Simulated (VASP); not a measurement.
# ZrS2 (P-3m1) in VASP: single point with HSE06

Aim: the single point of ZrS2 with HSE06.

Everything below comes from runs of VASP 6.6.1. Logs are shortened: lines on timing, memory, paths and dates and some standing lists are left out, and cuts for length are marked.

### 1 The cell of the first run

It takes space group P-3m1 (No. 164, trigonal). The conventional cell has a = 3.635 Å, b = 3.635 Å, c = 5.721 Å, α = 90.00°, β = 90.00°, γ = 120.00°. Zr (site symmetry -3m) has 6 S at 2.56 Å within 3.4 Å. Within 3.7 Å of S (site symmetry 3m) lie 3 Zr at 2.56 Å and 12 S at 3.50 to 3.63 Å.

### 2 Single point, HSE06

POSCAR reads:

```
ZrS2
1.0
    3.6346710743      0.0000000000      0.0000000000
   -1.8173355371      3.1477174847      0.0000000000
    0.0000000000      0.0000000000      5.7209341488
Zr S
1 2
Direct
    0.0000000000      0.0000000000      0.0000000000
    0.6666666667      0.3333333333      0.7446994447
    0.3333333333      0.6666666667      0.2553005553
```

INCAR.step1 reads:

```
PREC = Accurate
ENCUT = 400
EDIFF = 1E-5
ISMEAR = 0
SIGMA = 0.02
LREAL = False
LASPH = True
NELM = 120
ALGO = Normal
ISIF = 2
LWAVE = True
LCHARG = False
GGA = PE
NBANDS = 19
GGA_COMPAT = False
```

INCAR.step2 reads:

```
PREC = Accurate
ENCUT = 400
EDIFF = 1E-6
ISMEAR = 0
SIGMA = 0.02
LREAL = False
LASPH = True
NELM = 120
ALGO = Normal
ISIF = 2
LWAVE = False
LCHARG = False
GGA = PE
LHFCALC = True
HFSCREEN = 0.2079
PRECFOCK = Normal
ISTART = 1
NBANDS = 19
GGA_COMPAT = False
```

KPOINTS reads:

```
Automatic mesh
0
Gamma
  6 6 4
```

Potentials or basis: VASP PAW PBE potentials, release 64 (Zr_sv, S).

The run is started by

```
cat potpaw_PBE.64/Zr_sv/POTCAR potpaw_PBE.64/S/POTCAR > POTCAR
cp INCAR.step1 INCAR
mpirun -np 1 vasp_std > vasp.out
cp INCAR.step2 INCAR
mpirun -np 1 vasp_std > vasp.out
```

OUTCAR:

```text
PREC = Accurate
   ENCUT = 400
   EDIFF = 1E-6
   ISMEAR = 0
   LREAL = False
   LASPH = True
   NELM = 120
   ISIF = 2
   GGA = PE
   LHFCALC = True
   HFSCREEN = 0.2079
   PRECFOCK = Normal
   ISTART = 1

 ion  position               nearest neighbor table
   1  0.000  0.000  0.000-   2 2.56   3 2.56   3 2.56   2 2.56   2 2.56   3 2.56
   2  0.667  0.333  0.745-   1 2.56   1 2.56   1 2.56
   3  0.333  0.667  0.255-   1 2.56   1 2.56   1 2.56

  LATTYP: Found a hexagonal cell.
 ALAT       =     3.6346710743
 C/A-ratio  =     1.5739895115

  Lattice vectors:

 A1 = (   3.6346710743,   0.0000000000,   0.0000000000)
 A2 = (  -1.8173355371,   3.1477174847,   0.0000000000)
 A3 = (   0.0000000000,   0.0000000000,   5.7209341488)

Analysis of symmetry for initial positions (statically):
=====================================================================
 Subroutine PRICEL returns:
 Original cell was already a primitive cell.

 Routine SETGRP: Setting up the symmetry group for a
 hexagonal supercell.

 Subroutine GETGRP returns: Found 12 space group operations
 (whereof 12 operations were pure point group operations)
 out of a pool of 24 trial point group operations.

The static configuration has the point symmetry D_3d.

Analysis of symmetry for dynamics (positions and initial velocities):
=====================================================================
 Subroutine PRICEL returns:
 Original cell was already a primitive cell.

 Routine SETGRP: Setting up the symmetry group for a
 hexagonal supercell.

 Subroutine GETGRP returns: Found 12 space group operations
 (whereof 12 operations were pure point group operations)
 out of a pool of 24 trial point group operations.

The dynamic configuration has the point symmetry D_3d.

 Subroutine INISYM returns: Found 12 space group operations
 (whereof 12 operations are pure point group operations),
 and found     1 'primitive' translations

----------------------------------------------------------------------------------------

                                     Primitive cell

  volume of cell :      65.4527

  direct lattice vectors                    reciprocal lattice vectors
     3.634671074  0.000000000  0.000000000     0.275128060  0.158845259  0.000000000
    -1.817335537  3.147717485  0.000000000     0.000000000  0.317690519  0.000000000
     0.000000000  0.000000000  5.720934149     0.000000000  0.000000000  0.174796628

  length of vectors
     3.634671074  3.634671074  5.720934149     0.317690519  0.317690519  0.174796628

  position of ions in fractional coordinates (direct lattice)
     0.000000000  0.000000000  0.000000000
     0.666666667  0.333333333  0.744699445
     0.333333333  0.666666667  0.255300555

  ion indices of the primitive-cell ions
   primitive index   ion index
                 1           1
                 2           2
                 3           3

----------------------------------------------------------------------------------------

 KPOINTS: Automatic mesh

Automatic generation of k-mesh.
 Grid dimensions read from file:
 generate k-points for:    6    6    4

 Generating k-lattice:

  Cartesian coordinates                     Fractional coordinates (reciprocal lattice)
     0.045854677  0.026474210  0.000000000     0.166666667  0.000000000  0.000000000
     0.000000000  0.052948420  0.000000000     0.000000000  0.166666667  0.000000000
     0.000000000  0.000000000  0.043699157     0.000000000  0.000000000  0.250000000

  Length of vectors
     0.052948420  0.052948420  0.043699157

  Shift w.r.t. Gamma in fractional coordinates (k-lattice)
     0.000000000  0.000000000  0.000000000

 Subroutine IBZKPT returns following result:
 ===========================================

 Found     24 irreducible k-points:

 Following reciprocal coordinates:
            Coordinates               Weight
  0.000000  0.000000  0.000000      1.000000
  0.166667  0.000000  0.000000      6.000000
  0.333333  0.000000  0.000000      6.000000
  0.500000  0.000000  0.000000      3.000000
  0.166667  0.166667  0.000000      6.000000
  0.333333  0.166667  0.000000     12.000000
[... 16 lines left out ...]
  0.333333  0.166667  0.500000     12.000000
  0.333333  0.333333  0.500000      2.000000
   k-points           NKPTS =     24   k-points in BZ     NKDIM =    144   number of bands    NBANDS=     19
   number of dos      NEDOS =    301   number of ions     NIONS =      3
   total plane-waves  NPLWV =  23040
   dimension x,y,z NGX =    24 NGY =   24 NGZ =   40
   dimension x,y,z NGXF=    48 NGYF=   48 NGZF=   80
   ions per type =               1   2
   NGX,Y,Z   is equivalent  to a cutoff of  10.98, 10.98, 11.62 a.u.
   NGXF,Y,Z  is equivalent  to a cutoff of  21.95, 21.95, 23.25 a.u.
 SYSTEM =  unknown system
   PREC   = accura    normal or accurate (medium, high low for compatibility)
   ISTART =      1    job   : 0-new  1-cont  2-samecut
   ICHARG =      0    charge: 1-file 2-atom 10-const
   ISPIN  =      1    spin polarized calculation?
   LNONCOLLINEAR =      F non collinear calculations
   LSORBIT =      F    spin-orbit coupling
   LASPH  =      T    aspherical Exc in radial PAW
   ENCUT  =  400.0 eV  29.40 Ry    5.42 a.u.   5.93  5.93  9.33*2*pi/ulx,y,z
   NELM   =    120;   NELMIN=  2; NELMDL=  0     # of ELM steps
   EDIFF  = 0.1E-05   stopping-criterion for ELM
   LREAL  =      F    real-space projection
   EDIFFG = 0.1E-04   stopping-criterion for IOM
   NSW    =      0    number of steps for IOM
   IBRION =     -1    ionic relax: 0-MD 1-quasi-New 2-CG
   NFREE  =      0    steps in history (QN), initial steepest desc. (CG)
   ISIF   =      2    stress and relaxation
   ISYM   =      3    0-nonsym 1-usesym 2-fastsym
   POTIM  = 0.5000    time-step for ionic-motion
   TEBEG  =    0.0;   TEEND  =   0.0 temperature during run
   PSTRESS=    0.0 pullay stress
   NELECT =      24.0000    total number of electrons
   NUPDOWN=      -1.0000    fix difference up-down
   EMIN   =  10.00;   EMAX   =-10.00  energy-range for DOS
   EFERMI =   0.00;   METHOD = LEGACY
   ISMEAR =     0;   SIGMA  =   0.02  broadening in eV -4-tet -1-fermi 0-gaus
   EFERMI_NEDOS =   21; number of points for ismear=-14 and -15
   IALGO  =     38    algorithm
   IMIX   =      1    mixing-type and parameters
     AMIX     =   0.40;   BMIX     =  1.00
     AMIX_MAG =   1.60;   BMIX_MAG =  1.00
  volume/ion in A,a.u.               =      21.82       147.23
  Fermi-wavevector in a.u.,A,eV,Ry     =   1.171753  2.214292 18.680860  1.373004
  Thomas-Fermi vector in A             =   2.308192
   LORBIT       =      0    0 simple, 1 ext, 2 COOP (PROOUT), +10 PAW based schemes
   GGA     = PE    functional components
   LHFCALC =     T    Hartree Fock is set to
   PRECFOCK=normal    Normal, Fast or Accurate (Low or Medium for compatibility)
   ENCUT4O =  -1.0   cutoff for four orbital integrals eV
   NKREDX  =     1    reduce k-point grid by
   NKREDY  =     1    reduce k-point grid by
   NKREDZ  =     1    reduce k-point grid by
   AEXX    =    0.2500 exact exchange contribution
   HFSCREEN=    0.2079 screening length (either q_TF or 0.3 A-1)
   HFSCREENC=   0.2079 screening length for correlation (either q_TF or 0.3 A-1)
   ENCUTFOCK=  -1.0 apply spherical cutoff to Coloumb kernel
   IVDW    =     0    specifies the selected vdW correction
   LEPSILON=     F    determine dielectric tensor
   LRPA    =     F    only Hartree local field effects (RPA)
 non-spin polarized calculation
 Gauss-broadening in eV      SIGMA  =   0.02
  energy-cutoff  :      400.00
  volume of cell :       65.45
 maximum number of plane-waves:      1204
  NGX = 18; NGY = 18; NGZ = 28

 number of electron      24.0000006 magnetization

 Free energy of the ion-electron system (eV)
  ---------------------------------------------------
  ext. energy  EPLUGINS =         0.00000000
  ---------------------------------------------------
  free energy    TOTEN  =       -25.37922502 eV

  energy without entropy =      -25.37922502  energy(sigma->0) =      -25.37922502

 E-fermi :   4.8808     XC(G=0):  -8.1491

 val. band max:        4.7878318599   @ k =   0.0000   0.0000   0.0000
 cond. band min:       6.2058166796   @ k =   0.5000   0.0000   0.5000
 fundamental gap:      1.4179848197
 Fermi energy:         4.8808244164

 k-point     1 :       0.0000    0.0000    0.0000
  band No.  band energies     occupation
      1     -47.7730      2.00000
      2     -24.4619      2.00000
      3     -24.2664      2.00000
      4     -24.2664      2.00000
      5      -9.6362      2.00000
      6      -7.8202      2.00000
[... 11 lines left out ...]
     18      11.2094      0.00000
     19      11.6516      0.00000

 k-point     2 :       0.1667    0.0000    0.0000
  band No.  band energies     occupation
      1     -47.7669      2.00000
      2     -24.4436      2.00000
      3     -24.3532      2.00000
      4     -24.2850      2.00000
      5      -9.3165      2.00000
      6      -7.9066      2.00000
[... 11 lines left out ...]
     18      12.6639      0.00000
     19      13.1814      0.00000

 k-point     3 :       0.3333    0.0000    0.0000
  band No.  band energies     occupation
      1     -47.7545      2.00000
      2     -24.5230      2.00000
      3     -24.4054      2.00000
      4     -24.3219      2.00000
      5      -8.6369      2.00000
      6      -8.0381      2.00000
[... 11 lines left out ...]
     18      13.3188      0.00000
     19      13.9922      0.00000

 k-point     4 :       0.5000    0.0000    0.0000
  band No.  band energies     occupation
      1     -47.7483      2.00000
      2     -24.6053      2.00000
      3     -24.3866      2.00000
      4     -24.3401      2.00000
      5      -8.3965      2.00000
      6      -7.9399      2.00000
[... 11 lines left out ...]
     18      12.3121      0.00000
     19      14.0483      0.00000

 k-point     5 :       0.1667    0.1667    0.0000
  band No.  band energies     occupation
      1     -47.7576      2.00000
      2     -24.4641      2.00000
      3     -24.4160      2.00000
      4     -24.3293      2.00000
      5      -8.7974      2.00000
      6      -8.0271      2.00000
[... 11 lines left out ...]
     18      14.2735      0.00000
     19      14.6120      0.00000

 k-point     6 :       0.3333    0.1667    0.0000
  band No.  band energies     occupation
      1     -47.7483      2.00000
      2     -24.5611      2.00000
      3     -24.3907      2.00000
      4     -24.3824      2.00000
      5      -8.2936      2.00000
      6      -8.0448      2.00000
[... 11 lines left out ...]
     18      13.5428      0.00000
     19      14.0896      0.00000

 k-point     7 :       0.3333    0.3333    0.0000
  band No.  band energies     occupation
      1     -47.7452      2.00000
      2     -24.4995      2.00000
      3     -24.4995      2.00000
      4     -24.3784      2.00000
      5      -8.0756      2.00000
      6      -8.0756      2.00000
[... 11 lines left out ...]
     18      13.3607      0.00000
     19      15.5954      0.00000

 k-point     8 :       0.0000    0.0000    0.2500
  band No.  band energies     occupation
      1     -47.7730      2.00000
      2     -24.4625      2.00000
      3     -24.2665      2.00000
      4     -24.2665      2.00000
      5      -9.4718      2.00000
      6      -8.0910      2.00000
[... 256 lines left out ...]
 k-point    20 :       0.3333    0.0000    0.5000
  band No.  band energies     occupation
      1     -47.7545      2.00000
      2     -24.5228      2.00000
      3     -24.4057      2.00000
      4     -24.3220      2.00000
      5      -8.5445      2.00000
      6      -8.1287      2.00000
[... 11 lines left out ...]
     18      12.3022      0.00000
     19      13.3848      0.00000

 k-point    21 :       0.5000    0.0000    0.5000
  band No.  band energies     occupation
      1     -47.7483      2.00000
      2     -24.6048      2.00000
      3     -24.3867      2.00000
      4     -24.3403      2.00000
      5      -8.5410      2.00000
      6      -7.7512      2.00000
[... 11 lines left out ...]
     18      12.2924      0.00000
     19      13.1633      0.00000

 k-point    22 :       0.1667    0.1667    0.5000
  band No.  band energies     occupation
      1     -47.7576      2.00000
      2     -24.4640      2.00000
      3     -24.4165      2.00000
      4     -24.3293      2.00000
      5      -8.4500      2.00000
      6      -8.4059      2.00000
[... 11 lines left out ...]
     18      14.1095      0.00000
     19      14.2081      0.00000

 k-point    23 :       0.3333    0.1667    0.5000
  band No.  band energies     occupation
      1     -47.7483      2.00000
      2     -24.5608      2.00000
      3     -24.3909      2.00000
      4     -24.3824      2.00000
      5      -8.3877      2.00000
      6      -7.9358      2.00000
[... 11 lines left out ...]
     18      12.7375      0.00000
     19      13.8778      0.00000

 k-point    24 :       0.3333    0.3333    0.5000
  band No.  band energies     occupation
      1     -47.7452      2.00000
      2     -24.4992      2.00000
      3     -24.4992      2.00000
      4     -24.3785      2.00000
      5      -8.0826      2.00000
      6      -8.0826      2.00000
[... 11 lines left out ...]
     18      13.9016      0.00000
     19      14.4977      0.00000

------------------------ aborting loop because EDIFF is reached ----------------------------------------

  FORCE on cell =-STRESS in cart. coord.  units (eV):
  Direction    XX          YY          ZZ          XY          YZ          ZX
  --------------------------------------------------------------------------------------
  -------------------------------------------------------------------------------------
  Total        0.6842612      0.6842612      0.5028040      0.0000000      0.0000000      0.0000000
  in kB       16.7496098     16.7496098     12.3078303      0.0000000      0.0000000      0.0000000
  external PRESSURE =      15.2690166 kB  Pullay stress =       0.0000000 kB

 VOLUME and BASIS-vectors are now :
 -----------------------------------------------------------------------------
  energy-cutoff  :      400.00
  volume of cell :       65.45
      direct lattice vectors                 reciprocal lattice vectors
     3.634671074  0.000000000  0.000000000     0.275128060  0.158845259  0.000000000
    -1.817335537  3.147717485  0.000000000     0.000000000  0.317690519  0.000000000
     0.000000000  0.000000000  5.720934149     0.000000000  0.000000000  0.174796628

 POSITION                                       TOTAL-FORCE (eV/Angst)
 -----------------------------------------------------------------------------------
      0.00000      0.00000      0.00000         0.000000      0.000000      0.000000
      1.81734      1.04924      4.26038        -0.000000     -0.000000      0.260516
     -0.00000      2.09848      1.46056        -0.000000      0.000000     -0.260516
 -----------------------------------------------------------------------------------
    total drift:                               -0.000000     -0.000000      0.000001

  FREE ENERGIE OF THE ION-ELECTRON SYSTEM (eV)
  ---------------------------------------------------
  free  energy   TOTEN  =       -25.3792250155 eV

  energy  without entropy=      -25.3792250155  energy(sigma->0) =      -25.37922502
```

It took 37 min on 1 thread of Oxide Virtual Turin-like, shared host; peak memory 0.24 GiB.

What came out:

```yaml
Free_energy: -25.3792 eV
Pressure: 1.5 GPa
Largest_force: 0.261 eV/Å
Band_gap_on_the_k_mesh: 1.42 eV (least direct gap 2.28 eV)
```

Forces on the atoms (eV/Å):
```
Zr   0.000  0.000  0.000
S    0.000  0.000  0.261
S    0.000  0.000 -0.261
```

Levels at points of the mesh, in eV from the valence-band top:
| k point | band 9 | band 10 | band 11 | band 12 | band 13 | band 14 | band 15 | band 16 |
| --- | --- | --- | --- | --- | --- | --- | --- | --- |
| (0.00, 0.00, 0.00) | -3.31 | -0.27 | -0.27 | 0.00 | 2.28 | 2.28 | 3.06 | 5.60 |
| (0.50, 0.00, 0.00) | -3.00 | -2.95 | -2.44 | -1.66 | 1.60 | 4.27 | 4.63 | 6.75 |
| (0.00, 0.00, 0.50) | -3.24 | -2.34 | -0.49 | -0.49 | 2.22 | 2.22 | 3.48 | 6.18 |
| (0.50, 0.00, 0.50) | -3.20 | -2.79 | -1.24 | -0.99 | 1.42 | 4.24 | 4.63 | 6.02 |

Caveat: the PAW data sets were made with another functional, which shifts forces and pressure a little. A k mesh can miss the band edges.
